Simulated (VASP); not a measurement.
# NaI (I4/mmm) in VASP: G0W0 quasiparticle levels with PBE

Aim: the G0W0 quasiparticle levels of NaI with PBE.

All numbers are computed with VASP 6.6.1; they aren't measurements. Logs are shortened: lines on timing, memory, paths and dates and some standing lists are left out, and cuts for length are marked.

## Step 1: The cell of the first run

The structure is tetragonal, space group I4/mmm (No. 139). Conventional cell: a = 4.476 Å, b = 4.476 Å, c = 6.524 Å, α = 90.00°, β = 90.00°, γ = 90.00°. Na (site symmetry 4/mmm) has 6 I at 3.17 to 3.26 Å within 4.2 Å. I (site symmetry 4/mmm) has 6 Na at 3.17 to 3.26 Å within 4.2 Å.

## Step 2: G0W0 quasiparticle levels, PBE

POSCAR

```
NaI
1.0
    0.0000000000      3.1651261013      3.2620177166
    3.1651261013      0.0000000000      3.2620177166
    3.1651261013      3.1651261013      0.0000000000
Na I
1 1
Direct
    0.0000000000      0.0000000000      0.0000000000
    0.5000000000      0.5000000000      0.5000000000
```

INCAR.step1

```
PREC     = Accurate       # precision mode
ENCUT    = 500            # plane-wave cutoff, eV
EDIFF    = 1E-8           # SCF threshold, eV
ISMEAR   = 0              # smearing method
SIGMA    = 0.01           # smearing width, eV
LREAL    = F              # projectors in reciprocal space
LASPH    = T              # aspherical terms in the spheres
NELM     = 60             # most SCF steps
ALGO     = Normal         # electronic algorithm
LWAVE    = T              # write WAVECAR
LCHARG   = F              # write CHGCAR
GGA      = PE             # functional
```

INCAR.step2

```
PREC     = Accurate       # precision mode
ENCUT    = 500            # plane-wave cutoff, eV
EDIFF    = 1E-8           # SCF threshold, eV
ISMEAR   = 0              # smearing method
SIGMA    = 0.01           # smearing width, eV
LREAL    = F              # projectors in reciprocal space
LASPH    = T              # aspherical terms in the spheres
NELM     = 1              # most SCF steps
ALGO     = Exact          # electronic algorithm
LWAVE    = T              # write WAVECAR
LCHARG   = F              # write CHGCAR
GGA      = PE             # functional
NBANDS   = 280            # bands
LOPTICS  = T              # frequency-dependent dielectric function
ISTART   = 1
```

INCAR.step3

```
PREC     = Accurate       # precision mode
ENCUT    = 500            # plane-wave cutoff, eV
EDIFF    = 1E-8           # SCF threshold, eV
ISMEAR   = 0              # smearing method
SIGMA    = 0.01           # smearing width, eV
LREAL    = F              # projectors in reciprocal space
LASPH    = T              # aspherical terms in the spheres
ALGO     = EVGW0          # electronic algorithm
LWAVE    = F              # write WAVECAR
LCHARG   = F              # write CHGCAR
GGA      = PE             # functional
NELMGW   = 1            
NBANDS   = 280            # bands
ENCUTGW  = 150.0          # cutoff of the response function
NOMEGA   = 96             # frequency points
PRECFOCK = Fast         
ISTART   = 1            
NBANDSGW = 16           
OMEGAMAX = 20
```

KPOINTS

```
regular mesh
0
Gamma
  4 4 4
```

Potentials or basis: VASP PAW PBE potentials, release 64 (Na_sv_GW, I_GW).

Launch:

```bash
$ cat potpaw_PBE.64/Na_sv_GW/POTCAR potpaw_PBE.64/I_GW/POTCAR > POTCAR
$ cp INCAR.step1 INCAR
$ mpirun -np 1 vasp_std > vasp.out
$ cp INCAR.step2 INCAR
$ mpirun -np 1 vasp_std > vasp.out
$ cp INCAR.step3 INCAR
$ mpirun -np 1 vasp_std > vasp.out
```

OUTCAR:

```text
PREC = Accurate
   ENCUT = 500
   EDIFF = 1E-8
   ISMEAR = 0
   LREAL = F
   LASPH = T
   GGA = PE
   NELMGW = 1
   ENCUTGW = 150.0
   PRECFOCK = Fast
   ISTART = 1

 ion  position               nearest neighbor table
   1  0.000  0.000  0.000-   2 3.17   2 3.17   2 3.17   2 3.17
   2  0.500  0.500  0.500-   1 3.17   1 3.17   1 3.17   1 3.17

  LATTYP: Found a body centered tetragonal cell.
 ALAT       =     4.4761642591
 C/A-ratio  =     1.4575058143

  Lattice vectors:

 A1 = (  -3.1651261013,   0.0000000000,   3.2620177166)
 A2 = (   3.1651261013,   0.0000000000,   3.2620177166)
 A3 = (   0.0000000000,   3.1651261013,  -3.2620177166)

Analysis of symmetry for initial positions (statically):
=====================================================================
 Subroutine PRICEL returns:
 Original cell was already a primitive cell.

 Routine SETGRP: Setting up the symmetry group for a
 body centered tetragonal supercell.

 Subroutine GETGRP returns: Found 16 space group operations
 (whereof 16 operations were pure point group operations)
 out of a pool of 16 trial point group operations.

The static configuration has the point symmetry D_4h.

Analysis of symmetry for dynamics (positions and initial velocities):
=====================================================================
 Subroutine PRICEL returns:
 Original cell was already a primitive cell.

 Routine SETGRP: Setting up the symmetry group for a
 body centered tetragonal supercell.

 Subroutine GETGRP returns: Found 16 space group operations
 (whereof 16 operations were pure point group operations)
 out of a pool of 16 trial point group operations.

The dynamic configuration has the point symmetry D_4h.

 Subroutine INISYM returns: Found 16 space group operations
 (whereof 16 operations are pure point group operations),
 and found     1 'primitive' translations

----------------------------------------------------------------------------------------

                                     Primitive cell

  volume of cell :      65.3579

  direct lattice vectors                    reciprocal lattice vectors
     0.000000000  3.165126101  3.262017717    -0.157971589  0.157971589  0.153279364
     3.165126101  0.000000000  3.262017717     0.157971589 -0.157971589  0.153279364
     3.165126101  3.165126101  0.000000000     0.157971589  0.157971589 -0.153279364

  length of vectors
     4.545193375  4.545193375  4.476164259     0.270932850  0.270932850  0.270932850

  position of ions in fractional coordinates (direct lattice)
     0.000000000  0.000000000  0.000000000
     0.500000000  0.500000000  0.500000000

  ion indices of the primitive-cell ions
   primitive index   ion index
                 1           1
                 2           2

----------------------------------------------------------------------------------------

 KPOINTS: regular mesh

Automatic generation of k-mesh.
 Grid dimensions read from file:
 generate k-points for:    4    4    4

 Generating k-lattice:

  Cartesian coordinates                     Fractional coordinates (reciprocal lattice)
    -0.039492897  0.039492897  0.038319841     0.250000000 -0.000000000  0.000000000
     0.039492897 -0.039492897  0.038319841    -0.000000000  0.250000000  0.000000000
     0.039492897  0.039492897 -0.038319841     0.000000000  0.000000000  0.250000000

  Length of vectors
     0.067733213  0.067733213  0.067733213

  Shift w.r.t. Gamma in fractional coordinates (k-lattice)
     0.000000000  0.000000000  0.000000000

 Subroutine IBZKPT returns following result:
 ===========================================

 Found     13 irreducible k-points:

 Following reciprocal coordinates:
            Coordinates               Weight
  0.000000  0.000000  0.000000      1.000000
  0.250000  0.000000  0.000000      8.000000
  0.500000  0.000000  0.000000      4.000000
  0.250000  0.250000  0.000000      2.000000
  0.500000  0.250000  0.000000      8.000000
 -0.250000  0.250000  0.000000      4.000000
  0.500000  0.500000  0.000000      1.000000
  0.250000  0.000000  0.250000      4.000000
  0.500000  0.000000  0.250000     16.000000
 -0.250000  0.000000  0.250000      8.000000
 -0.250000  0.500000  0.250000      4.000000
  0.500000  0.000000  0.500000      2.000000
 -0.250000  0.250000  0.500000      2.000000
   k-points           NKPTS =     13   k-points in BZ     NKDIM =     64   number of bands    NBANDS=    280
   number of dos      NEDOS =    301   number of ions     NIONS =      2
   total plane-waves  NPLWV =  46656
   dimension x,y,z NGX =    36 NGY =   36 NGZ =   36
   dimension x,y,z NGXF=    72 NGYF=   72 NGZF=   72
   ions per type =               1   1
   NGX,Y,Z   is equivalent  to a cutoff of  13.17, 13.17, 13.37 a.u.
   NGXF,Y,Z  is equivalent  to a cutoff of  26.33, 26.33, 26.74 a.u.
 SYSTEM =  unknown system
   PREC   = accura    normal or accurate (medium, high low for compatibility)
   ISTART =      1    job   : 0-new  1-cont  2-samecut
   ICHARG =      0    charge: 1-file 2-atom 10-const
   ISPIN  =      1    spin polarized calculation?
   LNONCOLLINEAR =      F non collinear calculations
   LSORBIT =      F    spin-orbit coupling
   LASPH  =      T    aspherical Exc in radial PAW
   ENCUT  =  500.0 eV  36.75 Ry    6.06 a.u.   8.29  8.29  8.16*2*pi/ulx,y,z
   NELM   =     60;   NELMIN=  2; NELMDL=  0     # of ELM steps
   EDIFF  = 0.1E-07   stopping-criterion for ELM
   LREAL  =      F    real-space projection
   EDIFFG = 0.1E-06   stopping-criterion for IOM
   NSW    =      0    number of steps for IOM
   IBRION =     -1    ionic relax: 0-MD 1-quasi-New 2-CG
   NFREE  =      0    steps in history (QN), initial steepest desc. (CG)
   ISIF   =      0    stress and relaxation
   ISYM   =      3    0-nonsym 1-usesym 2-fastsym
   POTIM  = 0.5000    time-step for ionic-motion
   TEBEG  =    0.0;   TEEND  =   0.0 temperature during run
   PSTRESS=    0.0 pullay stress
   NELECT =      16.0000    total number of electrons
   NUPDOWN=      -1.0000    fix difference up-down
   EMIN   =  10.00;   EMAX   =-10.00  energy-range for DOS
   EFERMI =   0.00;   METHOD = LEGACY
   ISMEAR =     0;   SIGMA  =   0.01  broadening in eV -4-tet -1-fermi 0-gaus
   EFERMI_NEDOS =   21; number of points for ismear=-14 and -15
   IALGO  =     38    algorithm
   IMIX   =      4    mixing-type and parameters
     AMIX     =   0.40;   BMIX     =  1.00
     AMIX_MAG =   1.60;   BMIX_MAG =  1.00
  volume/ion in A,a.u.               =      32.68       220.53
  Fermi-wavevector in a.u.,A,eV,Ry     =   1.024115  1.935297 14.269946  1.048811
  Thomas-Fermi vector in A             =   2.157885
   LORBIT       =      0    0 simple, 1 ext, 2 COOP (PROOUT), +10 PAW based schemes
   GGA     = PE    functional components
   LHFCALC =     T    Hartree Fock is set to
   PRECFOCK=fast      Normal, Fast or Accurate (Low or Medium for compatibility)
   ENCUT4O =  -1.0   cutoff for four orbital integrals eV
   NKREDX  =     1    reduce k-point grid by
   NKREDY  =     1    reduce k-point grid by
   NKREDZ  =     1    reduce k-point grid by
   AEXX    =    1.0000 exact exchange contribution
   HFSCREEN=    0.0000 screening length (either q_TF or 0.3 A-1)
   HFSCREENC=   0.0000 screening length for correlation (either q_TF or 0.3 A-1)
   ENCUTFOCK=  -1.0 apply spherical cutoff to Coloumb kernel
   IVDW    =     0    specifies the selected vdW correction
   LEPSILON=     F    determine dielectric tensor
   LRPA    =     F    only Hartree local field effects (RPA)
   LRPAFORCE           =     F    calculate RPA forces
   ENCUTGW             = 150.0    cutoff for response function in eV
   ENCUTGWSOFT         = 120.0    soft cutoff for Coulomb kernel in GW response function in eV
   ENCUTLF             =  -1.0    cutoff for local field effects
   NELMGW              =     1    number of iterations in solving QP/BSE equation
   NELMHF              =     1    number of iterations in the inner HF iteration
   NKREDLFX            =     1    NKREDLFY  =   1   NKREDLFZ  =   1
 non-spin polarized calculation
 Gauss-broadening in eV      SIGMA  =   0.01
  energy-cutoff  :      500.00
  volume of cell :       65.36
 maximum number of plane-waves:      1680
 NGX is ok and might be reduce to    36
  NGX = 18; NGY = 18; NGZ = 18
   NGX = 17   NGY = 17   NGZ = 17
 maximum number of plane-waves:       283

 QP shifts <psi_nk| G(iteration)W_0 |psi_nk>: iteration 1
 for sc-GW calculations column KS-energies equals QP-energies in previous step
 and V_xc(KS)=  KS-energies - (<T + V_ion + V_H > + <T+V_H+V_ion>^1  + <V_x>^1)

 k-point   1 :       0.0000    0.0000    0.0000
  band No.  KS-energies  QP-energies   sigma(KS)   V_xc(KS)     V^pw_x(r,r')   Z            occupation Imag(sigma)

      1     -49.4198     -57.7456     -40.6468     -29.2786     -49.1356       0.7324       2.0000       0.2216
      2     -21.3598     -26.5394     -35.0385     -28.3103     -41.3411       0.7698       2.0000       0.0610
      3     -21.3598     -26.5394     -35.0385     -28.3103     -41.3411       0.7698       2.0000       0.0610
      4     -21.3598     -26.5394     -35.0385     -28.3103     -41.3411       0.7698       2.0000       0.0610
      5     -10.0722     -11.3969     -13.6521     -11.9405     -18.9434       0.7740       2.0000       1.3395
      6       1.0307      -0.4991     -13.2999     -11.3608     -14.3695       0.7889       2.0000       0.0343
[... 8 lines left out ...]
     15      11.5074      11.6887      -5.3834      -5.6197      -1.2742       0.7676       0.0000      -0.1198
     16      12.3827      12.9128      -7.0316      -7.7333      -2.6479       0.7555       0.0000      -0.1749

 k-point   2 :       0.2500    0.0000    0.0000
  band No.  KS-energies  QP-energies   sigma(KS)   V_xc(KS)     V^pw_x(r,r')   Z            occupation Imag(sigma)

      1     -49.4197     -57.7581     -40.6466     -29.2788     -49.1355       0.7335       2.0000       0.2216
      2     -21.3631     -26.5224     -35.0274     -28.2977     -41.3263       0.7666       2.0000       0.0653
      3     -21.3598     -26.5361     -35.0358     -28.3088     -41.3399       0.7695       2.0000       0.0620
      4     -21.3598     -26.5361     -35.0358     -28.3088     -41.3399       0.7695       2.0000       0.0620
      5      -9.9048     -11.1166     -13.7132     -12.1046     -19.0118       0.7534       2.0000       1.3080
      6      -0.3277      -1.9280     -12.2102     -10.1480     -13.5467       0.7760       2.0000       0.0448
[... 8 lines left out ...]
     15      11.6066      12.1213      -6.5882      -7.2607      -2.3085       0.7652       0.0000      -0.1340
     16      14.7627      15.0600      -6.2567      -6.6441      -1.6993       0.7676       0.0000      -0.3201

 k-point   3 :       0.5000    0.0000    0.0000
  band No.  KS-energies  QP-energies   sigma(KS)   V_xc(KS)     V^pw_x(r,r')   Z            occupation Imag(sigma)

      1     -49.4196     -57.7648     -40.6461     -29.2789     -49.1352       0.7341       2.0000       0.2215
      2     -21.3662     -26.5085     -35.0108     -28.2824     -41.3107       0.7643       2.0000       0.0715
      3     -21.3601     -26.5318     -35.0344     -28.3087     -41.3376       0.7689       2.0000       0.0619
      4     -21.3601     -26.5318     -35.0344     -28.3087     -41.3376       0.7689       2.0000       0.0619
      5      -9.7221     -10.8562     -13.8107     -12.2998     -19.0974       0.7507       2.0000       1.2585
      6      -1.2715      -2.9607     -11.8117      -9.5966     -13.4711       0.7625       2.0000       0.0601
[... 174 lines left out ...]
      1     -49.4196     -57.8160     -40.6455     -29.2791     -49.1345       0.7387       2.0000       0.2214
      2     -21.3627     -26.5103     -35.0257     -28.2982     -41.3267       0.7651       2.0000       0.0621
      3     -21.3627     -26.5103     -35.0257     -28.2982     -41.3267       0.7651       2.0000       0.0621
      4     -21.3627     -26.5103     -35.0257     -28.2982     -41.3267       0.7651       2.0000       0.0621
      5      -9.6264     -10.6982     -13.7864     -12.3434     -19.0710       0.7427       2.0000       1.2290
      6      -0.9793      -2.6730     -12.0994      -9.8804     -13.7170       0.7633       2.0000       0.0566
[... 8 lines left out ...]
     15      14.3173      14.9819      -7.8781      -8.7481      -3.3656       0.7640       0.0000      -0.2224
     16      14.8527      15.5444      -8.1682      -9.0768      -3.5246       0.7612       0.0000      -0.2660

 k-point  13 :      -0.2500    0.2500    0.5000
  band No.  KS-energies  QP-energies   sigma(KS)   V_xc(KS)     V^pw_x(r,r')   Z            occupation Imag(sigma)

      1     -49.4196     -57.7779     -40.6458     -29.2790     -49.1349       0.7353       2.0000       0.2214
      2     -21.3629     -26.5090     -35.0249     -28.2978     -41.3261       0.7650       2.0000       0.0629
      3     -21.3629     -26.5090     -35.0249     -28.2978     -41.3261       0.7650       2.0000       0.0629
      4     -21.3629     -26.5090     -35.0249     -28.2978     -41.3261       0.7650       2.0000       0.0629
      5      -9.6189     -10.6806     -13.8130     -12.3624     -19.0885       0.7319       2.0000       1.2145
      6      -0.4906      -2.1482     -12.3164     -10.1692     -13.7767       0.7720       2.0000       0.0487
[... 8 lines left out ...]
     15      14.2956      15.0076      -7.5915      -8.5188      -3.0299       0.7679       0.0000      -0.2597
     16      14.9433      15.6599      -8.3167      -9.2598      -3.6432       0.7598       0.0000      -0.2733
```

It took 6.9 min on 1 thread of Intel Xeon 6975P-C (Granite Rapids), shared host; peak memory 0.98 GiB.

What came out:

| Quantity | Value |
| --- | --- |
| Quasiparticle gap | 5.80 eV |
| Least direct quasiparticle gap | 5.80 eV |
| Band gap of the starting levels on the mesh | 3.72 eV |
| Least direct gap of the starting levels on the mesh | 3.72 eV |

Caveat: the k points lie up to 0.43 Å⁻¹ apart; bands, screening cutoff and mesh are small and nothing is extrapolated, so the quasiparticle values aren't converged; spin-orbit coupling is left out, which moves the levels of the heavy elements.
